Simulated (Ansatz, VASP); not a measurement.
**One calculation of AlAs, two programs**

```xyz
2
Lattice="0.0000 2.8349 2.8349 2.8349 0.0000 2.8349 2.8349 2.8349 0.0000" Properties=species:S:1:pos:R:3 pbc="T T T"
Al    0.0000    0.0000    0.0000
As    1.4174    1.4174    1.4174
```

Alike in both runs: task single point; functional PBE; k mesh 8 × 8 × 8; occupations gaussian, width 0.02 eV; no spin polarisation.

|  | VASP | Ansatz |
| --- | --- | --- |
| version | VASP 6.6.1 | Ansatz 0.2.0 |
| potentials or method | VASP PAW PBE potentials, release 64 (Al, As), cutoff 500 eV | scalar-relativistic, plane waves, PAW |
| valence electrons in the cell | 8 | 18 |

Ansatz gave:

- gap on the k mesh at the Fermi level (eV): 1.45
- least direct gap on the mesh (eV): 2.02
- pressure (GPa): 2.2

Estimate VASP's values.

gap on the k mesh at the Fermi level (eV): 1.44; least direct gap on the mesh (eV): 2.02; pressure (GPa): 2.4.

VASP's potentials hold 8 valence electrons a cell and Ansatz's 18, so a difference there can come from the potentials and not from the codes.
